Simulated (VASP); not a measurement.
Here is a VASP 6.6.1 calculation.

INCAR

```
  ALGO = Normal
  EDIFF = 1E-6
  EDIFFG = -0.01
  ENCUT = 600
  GGA = CA
  IBRION = 2
  ISIF = 3
  ISMEAR = -1
  LASPH = T
  LCHARG = F
  LREAL = F
  LWAVE = F
  NELM = 100
  NSW = 60
  PREC = Accurate
  SIGMA = 0.05
```

File KPOINTS:

```
k-points
0
Gamma
  10 10 10
```

Contents of POSCAR:

```
Sb
1.0
    0.0000000000      2.3712425216      2.3712425216
    2.3712425216      0.0000000000      2.3712425216
    2.3712425216      2.3712425216      0.0000000000
Sb
1
Direct
    0.0000000000      0.0000000000      0.0000000000
```

Potentials or basis: VASP PAW LDA potentials, release 64 (Sb).

Run with:

```sh
$ cat potpaw_LDA.64/Sb/POTCAR > POTCAR
$ mpirun -np 1 vasp_std > vasp.out
```

Question: Estimate the relaxed cell.

Answer: a = 3.313 Å, b = 3.313 Å, c = 3.313 Å, α = 60.00°, β = 60.00°, γ = 60.00°.

Question: Estimate the relaxed volume.

Answer: 25.72 Å³/atom.

Question: What does it give for the space group after relaxing (to 0.05 Å)?

Answer: Fm-3m (No. 225).

Final structure:
```
CELL_PARAMETERS angstrom
0.00000 2.34292 2.34292
2.34292 0.00000 2.34292
2.34292 2.34292 0.00000
ATOMIC_POSITIONS crystal
Sb 0.00000 0.00000 0.00000
```
